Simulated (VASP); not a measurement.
A run of VASP 6.6.1 is set up as follows.

INCAR

```
  PREC = Accurate
  ENCUT = 520
  EDIFF = 1E-6
  ISMEAR = 0
  SIGMA = 0.1
  LREAL = F
  LASPH = T
  NELM = 80
  ALGO = Normal
  ISIF = 2
  LWAVE = F
  LCHARG = F
  GGA = PE
  NBANDS = 33
```

Contents of KPOINTS:

```
regular mesh
0
Gamma
  4 4 4
```

File POSCAR:

```
Ba3AlN3
1.0
    5.4832989200      0.0000000000      0.0000000000
    0.0000000000      5.4832989200      0.0000000000
    0.0000000000      0.0000000000      5.4832989200
Ba Al N
3 1 3
Direct
    0.5000000000      0.0000000000      0.0000000000
    0.0000000000      0.5000000000      0.0000000000
    0.0000000000      0.0000000000      0.5000000000
    0.0000000000      0.0000000000      0.0000000000
    0.5000000000      0.0000000000      0.5000000000
    0.5000000000      0.5000000000      0.0000000000
    0.0000000000      0.5000000000      0.5000000000
```

Potentials or basis: VASP PAW PBE potentials, release 64 (Ba_sv, Al, N).

Launch:

```bash
$ cat potpaw_PBE.64/Ba_sv/POTCAR potpaw_PBE.64/Al/POTCAR potpaw_PBE.64/N/POTCAR > POTCAR
$ mpirun -np 1 vasp_std > vasp.out
```

Question: Estimate the band gap on the k mesh.

Answer: Zero (band 24 reaches 2.41 eV, above the bottom of band 25 at 1.07 eV).

Question: What does it give for the pressure?

Answer: 10.8 GPa.

Caveat: spin-orbit coupling is left out, which moves the levels of the heavy elements.
